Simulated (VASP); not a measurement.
# Ti (P6_3/mmc) in VASP: further runs, part 2 of 2

VASP 6.6.1.

**3. Single point, PBE**

This run uses another cell than the first one: it holds 4 atoms, not 2.

Input file INCAR:

```
SYSTEM = Ti
PREC = Accurate
ENCUT = 520
EDIFF = 1E-7
ISMEAR = 0
SIGMA = 0.1
LREAL = .FALSE.
LASPH = .TRUE.
NELM = 80
ALGO = Fast
ISIF = 2
LWAVE = .FALSE.
LCHARG = .FALSE.
GGA = PE
NBANDS = 32
```

Input file KPOINTS:

```
Automatic mesh
0
G
  14 8 8
  0 0 0
```

Input file POSCAR:

```
Ti
1.0
    1.4692290306      2.5447793290      0.0000000000
    0.0000000000      0.0000000000      4.6506340144
    4.4076870918     -2.5447793290      0.0000000000
Ti
4
Direct
    0.5000000000      0.2500000000      0.8333333333
    0.0000000000      0.2500000000      0.3333333333
    0.5000000000      0.7500000000      0.1666666667
    0.0000000000      0.7500000000      0.6666666667
```

Potentials or basis: VASP PAW PBE potentials, release 64 (Ti_sv).

Started as:

```console
$ cat potpaw_PBE.64/Ti_sv/POTCAR > POTCAR
$ mpirun -np 1 vasp_std > vasp.out
```

OUTCAR:

```text
SYSTEM = Ti
   PREC = Accurate
   ENCUT = 520
   EDIFF = 1E-7
   ISMEAR = 0
   LREAL = .FALSE.
   LASPH = .TRUE.
   NELM = 80
   ISIF = 2
   GGA = PE

 ion  position               nearest neighbor table
   1  0.500  0.250  0.833-   4 2.88   4 2.88   4 2.88   4 2.88   3 2.88   3 2.88
   2  0.000  0.250  0.333-   3 2.88   3 2.88   3 2.88   3 2.88   4 2.88   4 2.88
   3  0.500  0.750  0.167-   2 2.88   2 2.88   2 2.88   2 2.88   1 2.88   1 2.88
   4  0.000  0.750  0.667-   1 2.88   1 2.88   1 2.88   1 2.88   2 2.88   2 2.88

  LATTYP: Found a simple orthorhombic cell.
 ALAT       =     2.9384580612
 B/A-ratio  =     1.5826783699
 C/A-ratio  =     1.7320508076

  Lattice vectors:

 A1 = (   1.4692290306,   2.5447793290,   0.0000000000)
 A2 = (   0.0000000000,   0.0000000000,   4.6506340144)
 A3 = (   4.4076870918,  -2.5447793290,   0.0000000000)

Analysis of symmetry for initial positions (statically):
=====================================================================
 Subroutine PRICEL returns following result:

  LATTYP: Found a hexagonal cell.
 ALAT       =     2.9384580612
 C/A-ratio  =     1.5826783699

  Lattice vectors:
[... 185 lines left out ...]
  ext. energy  EPLUGINS =         0.00000000
  ---------------------------------------------------
  free energy    TOTEN  =       -31.35474679 eV

  energy without entropy =      -31.33658684  energy(sigma->0) =      -31.34566681

 E-fermi :   8.3312     XC(G=0): -11.4923

 val. band max:        8.3222060121   @ k =   0.2143   0.3750   0.2500
 cond. band min:       8.3324584134   @ k =   0.4286   0.5000  -0.0000
 fundamental gap:      0.0102524013
 Fermi energy:         8.3312489581

 k-point     1 :       0.0000    0.0000    0.0000
  band No.  band energies     occupation
      1     -48.5403      2.00000
      2     -48.4236      2.00000
      3     -48.4039      2.00000
      4     -48.3793      2.00000
      5     -25.1291      2.00000
      6     -24.9546      2.00000
[... 829 lines left out ...]
     31      10.7355      0.00000
     32      10.7355      0.00000

 [... further k-points ...]
[... 5 lines left out ...]
  --------------------------------------------------------------------------------------
  -------------------------------------------------------------------------------------
  Total       -0.1279475     -0.1246151     -0.1479984      0.0028859     -0.0000000      0.0000000
  in kB       -2.9473415     -2.8705785     -3.4092270      0.0664787     -0.0000000      0.0000000
  external PRESSURE =      -3.0757157 kB  Pullay stress =       0.0000000 kB

 VOLUME and BASIS-vectors are now :
 -----------------------------------------------------------------------------
  energy-cutoff  :      520.00
  volume of cell :       69.55
      direct lattice vectors                 reciprocal lattice vectors
     1.469229031  2.544779329  0.000000000     0.170157269  0.294721036  0.000000000
     0.000000000  0.000000000  4.650634014     0.000000000  0.000000000  0.215024445
     4.407687092 -2.544779329  0.000000000     0.170157269 -0.098240345  0.000000000

 POSITION                                       TOTAL-FORCE (eV/Angst)
 -----------------------------------------------------------------------------------
      4.40769     -0.84826      1.16266        -0.001673      0.000966      0.000000
      1.46923     -0.84826      1.16266        -0.001673      0.000966     -0.000000
      1.46923      0.84826      3.48798         0.001673     -0.000966     -0.000000
      2.93846     -1.69652      3.48798         0.001673     -0.000966      0.000000
 -----------------------------------------------------------------------------------
    total drift:                               -0.000000     -0.000000     -0.000000

  FREE ENERGIE OF THE ION-ELECTRON SYSTEM (eV)
  ---------------------------------------------------
  free  energy   TOTEN  =       -31.3547467856 eV

  energy  without entropy=      -31.3365868362  energy(sigma->0) =      -31.34566681
```

stdout:

```text
POSCAR found type information on POSCAR Ti
[... 49 lines left out ...]
 num prob  num prob WARNING in EDDRMM: call to ZHEGV failed, returncode =   6  3     18
 num prob  num prob  num prob  num prob  num prob  num prob  num prob  num prob  num prob  num prob  num prob  num prob  num prob  num prob  num prob  num prob  num prob  num prob  num prob  num prob  num prob  num prob  num prob  num prob  num prob WARNING in EDDRMM: call to ZHEGV failed, returncode =   8  4     21
 num prob  num prob  num prob  num prob  num prob  num prob  num prob  num prob  num prob  num prob  num prob  num prob  num
```

Run time: 21 min. Hardware: 1 thread of Intel Xeon Platinum 8488C (Sapphire Rapids), shared host; peak memory 0.42 GiB.

Results:

| Item | Value |
| --- | --- |
| Free energy | -31.3547 eV |
| Pressure | -0.3 GPa |
| Band gap on the k mesh | zero (band 24 reaches 8.95 eV, above the bottom of band 25 at 8.06 eV) |

**4. Single point, PBE (strained)**

Input file INCAR:

```
PREC = Accurate
ENCUT = 520
EDIFF = 1E-6
ISMEAR = 0
SIGMA = 0.1
LREAL = F
LASPH = T
NELM = 80
ALGO = Fast
ISIF = 2
LWAVE = F
LCHARG = F
GGA = PE
NBANDS = 19
```

Input file KPOINTS:

```
Automatic mesh
0
Gamma
  15 15 8
```

Input file POSCAR:

```
Ti
1.0
    3.0400907951      0.0000000000      0.0000000000
   -1.5200453975      2.6327958583      0.0000000000
    0.0000000000      0.0000000000      4.4073704400
Ti
2
Direct
    0.3333333333      0.6666666667      0.2500000000
    0.6666666667      0.3333333333      0.7500000000
```

Started as:

```console
$ cat potpaw_PBE.64/Ti_sv/POTCAR > POTCAR
$ mpirun -np 1 vasp_std > vasp.out
```

Wall time 2.6 min (1 thread of Intel Xeon 6975P-C, shared host); peak memory 0.2 GiB.

The run converged. Its results:

- Free energy: -15.6162 eV
- Pressure: -1.5 GPa
- Band gap on the k mesh: zero (band 12 reaches 8.90 eV, above the bottom of band 13 at 7.93 eV)

Stress tensor (GPa, compression positive):
```
-4.46  0.00  0.00
 0.00 -4.46  0.00
 0.00  0.00  4.52
```

Levels at points of the mesh, in eV from the Fermi level:
```
           k point  band 10  band 11  band 12  band 13  band 14  band 15
(0.00, 0.00, 0.00)    -2.64     0.63     0.63     1.16     1.16     1.27
(0.00, 0.00, 0.50)    -4.13     0.37     0.37     0.37     0.37     0.42
```

Caveat: the cell differs from its parent crystal (strained).

**5. Overview**

| cell | k mesh | cutoff (eV) | gap on the mesh (eV) | pressure (GPa) |
| --- | --- | --- | --- | --- |
| a = 3.069, b = 3.069, c = 4.454 Å, angles 90.0, 90.0, 120.0°, 2 atoms | 18 × 18 × 10 | 500 | none | -4.4 |
| a = 2.938, b = 4.651, c = 5.090 Å, 4 atoms | 14 × 8 × 8 | 520 | none | -0.3 |
| a = 3.040, b = 3.040, c = 4.407 Å, angles 90.0, 90.0, 120.0°, 2 atoms | 15 × 15 × 8 | 520 | none | -1.5 |

Alike in all rows: task single point; level PBE; potentials or basis VASP PAW PBE potentials, release 64 (Ti_sv); no spin polarisation; smearing gaussian 0.1 eV.

Absolute energies hang on the potentials; compare differences alone.
